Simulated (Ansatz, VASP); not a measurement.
## Mo: VASP beside Ansatz

File INCAR:

```
ALGO = Fast
EDIFF = 1E-6
ENCUT = 520
GGA = PE
ISIF = 2
ISMEAR = 0
LASPH = True
LCHARG = False
LREAL = False
LWAVE = False
NBANDS = 13
NELM = 80
PREC = Accurate
SIGMA = 0.15
```

KPOINTS

```
k-points
0
Gamma
  20 20 20
```

The input POSCAR:

```
Mo
1.0
   -1.4222105433      1.7382573307      1.5802339370
    1.4222105433     -1.7382573307      1.5802339370
    1.4222105433      1.7382573307     -1.5802339370
Mo
1
Direct
    0.0000000000      0.0000000000      0.0000000000
```

Input for Ansatz:

```yaml
crystal:
  lattice:
    - [-1.4222105433, 1.7382573307, 1.580233937]
    - [1.4222105433, -1.7382573307, 1.580233937]
    - [1.4222105433, 1.7382573307, -1.580233937]
  atoms:
    - { symbol: Mo, position: [0.0, 0.0, 0.0] }
basis:
  ecutwfc: 420
kpoints:
  mp_grid: { grid: [20, 20, 20] }
hamiltonian:
  xc: pbe
  pseudopotentials: { kind: paw, azcp: { folder: soft_1 } }
scf:
  occupations: { method: gaussian, width: 0.15 }
output:
  forces: true
  stress: true
  eigenvalues: true
```

Change from the starting cell: strain +e along x and -e along y -0.1000, strain +e along z and -e/2 along x and y +0.0000.

Alike in both runs: task single point; functional PBE; k mesh 20 × 20 × 20; occupations gaussian, width 0.15 eV; no spin polarisation.

|  | VASP | Ansatz |
| --- | --- | --- |
| version | VASP 6.6.1 | Ansatz 0.2.0 |
| potentials or method | VASP PAW PBE potentials, release 64 (Mo_sv), cutoff 520 eV | scalar-relativistic, plane waves, PAW |
| valence electrons in the cell | 14 | 14 |

|  | VASP | Ansatz | Ansatz less VASP |
| --- | --- | --- | --- |
| gap on the k mesh at the Fermi level (eV) | none | none | - |
| pressure (GPa) | 6.4 | 5.9 | -0.51 |
| traceless stress, the component that is largest in VASP (GPa) | 19.35 | 19.32 | -0.030 |

A gap of «none» marks a metal or a gap that the smearing closes. With one functional, cell and mesh, what is left measures potentials, basis and numerics.
